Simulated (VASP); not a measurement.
Wanted: the native input for a VASP 6.6.1 run.

```yaml
Task: single point
Functional: PBE
Potentials_or_basis: VASP PAW PBE potentials, release 64 (Al, Ru_pv)
Cutoff: 520 eV
k_mesh: 6 × 6 × 6
Occupations: gaussian, width 0.1 eV
Spin: no spin polarisation
Hubbard_terms: Ru d U = 4.9 eV, J = 0.97 eV
Dipole_correction: no
LDAUTYPE: 1
Hund's_J: 0.97
Further_INCAR_settings: ALGO = Fast; EDIFF = 1e-07; NBANDS = 16
```

The structure of AlRu lies in POSCAR:

```
AlRu
1.0
    2.9824954400      0.0000000000      0.0000000000
    0.0000000000      2.9824954400      0.0000000000
    0.0000000000      0.0000000000      2.9824954400
Al Ru
1 1
Direct
    0.0000000000      0.1676448498      0.0000000000
    0.5000000000      0.5000000000      0.5000000000
```

One way to write it, as run:

INCAR

```
SYSTEM = AlRu
PREC = Accurate ; ENCUT = 520
EDIFF = 1E-7 ; ISMEAR = 0
SIGMA = 0.1 ; LREAL = .FALSE.
LASPH = .TRUE. ; NELM = 150
ALGO = Fast ; ISIF = 2
LWAVE = .FALSE. ; LCHARG = .TRUE.
LMAXMIX = 4 ; LDAU = .TRUE.
LDAUTYPE = 1 ; LDAUL = -1 2
LDAUU = 0 4.9 ; LDAUJ = 0 0.97
LDAUPRINT = 1 ; GGA = PE
LELF = .TRUE. ; LVHAR = .TRUE.
NBANDS = 16
```

KPOINTS

```
regular mesh
0
G
  6 6 6
  0 0 0
```

Potentials or basis: VASP PAW PBE potentials, release 64 (Al, Ru_pv).

Launch:

```console
$ cat potpaw_PBE.64/Al/POTCAR potpaw_PBE.64/Ru_pv/POTCAR > POTCAR
$ mpirun -np 1 vasp_std > vasp.out
```

Results of the run:

```yaml
Pressure: 18.8 GPa
Largest_force: 3.393 eV/Å
```

Caveat: U without spin polarisation on a metal has little footing; the U is typed as a test and isn't derived for this compound; forces of over 1 eV/Å act on the atoms, so gaps and moduli don't describe the material at rest.

Run time: 15 s on 1 thread of Intel Xeon 6975P-C (shared host), peak memory 0.14 GiB.
